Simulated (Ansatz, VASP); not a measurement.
## One calculation of Mo, two programs

INCAR

```
ALGO = Normal
EDIFF = 1E-7
ENCUT = 520
GGA = PE
ISIF = 2
ISMEAR = 0
LASPH = T
LCHARG = T
LELF = T
LREAL = F
LVHAR = T
LWAVE = F
NBANDS = 13
NELM = 80
PREC = Accurate
SIGMA = 0.05
```

Contents of KPOINTS:

```
k-points
0
Gamma
  18 18 18
```

Contents of POSCAR:

```
Mo
1.0
   -1.5801017723      1.5801017723      1.5801017723
    1.5801017723     -1.5801017723      1.5801017723
    1.5801017723      1.5801017723     -1.5801017723
Mo
1
Direct
    0.0000000000      0.0000000000      0.0000000000
```

Input for Ansatz:

```yaml
crystal:
  lattice:
    - [-1.5801017723, 1.5801017723, 1.5801017723]
    - [1.5801017723, -1.5801017723, 1.5801017723]
    - [1.5801017723, 1.5801017723, -1.5801017723]
  atoms:
    - { symbol: Mo, position: [0.0, 0.0, 0.0] }
basis:
  ecutwfc: 420
  ecutrho_ratio: 4
kpoints:
  mp_grid: { grid: [18, 18, 18] }
hamiltonian:
  xc: pbe
scf:
  occupations: { method: gaussian, width: 0.05 }
output:
  forces: true
  stress: true
  eigenvalues: true
```

Alike in both runs: task single point; functional PBE; k mesh 18 × 18 × 18; occupations gaussian, width 0.05 eV; no spin polarisation.

```csv
,VASP,Ansatz
version,VASP 6.6.1,Ansatz 0.2.0
potentials or method,"VASP PAW PBE potentials, release 64 (Mo_sv), cutoff 520 eV","scalar-relativistic, plane waves, PAW"
valence electrons in the cell,14,14
```

```csv
,VASP,Ansatz,Ansatz less VASP
gap on the k mesh at the Fermi level (eV),none,none,-
pressure (GPa),0.5,0.0,-0.51
```

A gap of «none» marks a metal or a gap that the smearing closes.
